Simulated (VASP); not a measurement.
**Sn: relaxation of cell and atoms with PBE**

Sn:

```xyz
2
Lattice="3.0014 0.0000 0.0000 -1.5007 2.5993 0.0000 0.0000 0.0000 4.8623" Properties=species:S:1:pos:R:3 pbc="T T T"
Sn    0.0000    1.7329    1.2156
Sn    1.5007    0.8664    3.6467
```

This isn't the form of Sn at room conditions, which is tetragonal (white tin).

```
Program                : VASP 6.6.1
Task                   : relaxation of cell and atoms
Functional             : PBE
Potentials or basis    : VASP PAW PBE potentials, release 64 (Sn_d)
Cutoff                 : 600 eV
k mesh                 : 15 × 15 × 8
Occupations            : fermi-dirac, width 0.05 eV
Spin                   : no spin polarisation
Target pressure        : 44 GPa
Dipole correction      : no
Further INCAR settings : ALGO = Normal; EDIFF = 1e-06; IBRION = 2; EDIFFG = -0.005; NSW = 60; ISIF = 3
```

```json
{
  "Relaxed volume": "19.01 Å³/atom",
  "Relaxed cell": "a = 2.991 Å, b = 2.991 Å, c = 4.907 Å, α = 90.00°, β = 90.00°, γ = 120.00°",
  "Space group after relaxing (to 0.1 Å)": "P6_3/mmc (No. 194)",
  "Energy change on relaxing (the run minimises the enthalpy)": "-14.6 meV/atom",
  "Ionic steps": "8",
  "Pressure after relaxing": "44.0 GPa",
  "Band gap on the k mesh": "zero (bands 14 and 15 overlap by 11.79 eV)"
}
```

The path:
```csv
step,energy change (eV),largest force (eV/Å),pressure (GPa),volume (Å³)
1,0.0000,0.0000,44.42,37.93
2,-0.0772,0.0000,43.01,38.21
3,-0.0599,0.0000,43.36,38.14
4,0.0299,0.0000,45.36,37.82
5,-0.0318,0.0000,43.97,38.04
6,-0.0326,0.0000,43.92,38.04
7,-0.0252,0.0000,44.11,38.01
8,-0.0292,0.0000,44.01,38.03
```

Final structure:
```yaml
crystal:
  lattice:
    - [2.99142, 0.00000, 0.00000]
    - [-1.49571, 2.59065, 0.00000]
    - [0.00000, 0.00000, 4.90723]
  atoms:
    - { symbol: Sn, position: [0.33333, 0.66667, 0.25000] }
    - { symbol: Sn, position: [0.66667, 0.33333, 0.75000] }
```

Levels at points of the mesh, in eV from the Fermi level:
```csv
k point,band 11,band 12,band 13,band 14,band 15,band 16,band 17,band 18
"(0.00, 0.00, 0.00)",-14.32,-7.56,-6.91,8.05,8.05,10.18,10.37,10.37
"(0.00, 0.00, 0.50)",-12.58,-12.58,1.37,1.37,9.39,9.39,9.39,9.39
```

Wall time 110 s on 1 thread of Intel(R) Xeon(R) 6975P-C (Granite Rapids) (shared host), peak memory 0.23 GiB.

Caveat: the cell is relaxed towards a set pressure, so the run minimises the enthalpy, not the energy; spin-orbit coupling is left out, which moves the levels of the heavy elements.
